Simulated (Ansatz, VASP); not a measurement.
## Two plane-wave programs on Cu

```xyz
1
Lattice="0.0000 1.7881 1.7881 1.7881 0.0000 1.7881 1.7881 1.7881 0.0000" Properties=species:S:1:pos:R:3 pbc="T T T"
Cu    0.0000    0.0000    0.0000
```

Alike in both runs: functional r2SCAN; k mesh 15 × 15 × 15; occupations fermi-dirac, width 0.1 eV; no spin polarisation.

Ansatz relaxed the structure, and its values are those at the end. VASP's run is a single point on that final structure, the one shown.

|  | VASP | Ansatz |
| --- | --- | --- |
| version | VASP 6.6.1 | Ansatz 0.2.0 |
| potentials or method | VASP PAW PBE potentials, release 64 (Cu), cutoff 520 eV | plane waves (500 eV) with PAW, scalar-relativistic |
| valence electrons in the cell | 11 | 19 |

Ansatz gave:

| Item | Value |
| --- | --- |
| pressure (GPa) | 0.0 |

Q: What did VASP give for the same quantities?

A: Pressure (GPa): 0.5.

VASP's potentials were made for PBE, not for r2SCAN. VASP's potentials hold 11 valence electrons a cell and Ansatz's 19, so a difference there can come from the potentials and not from the codes.
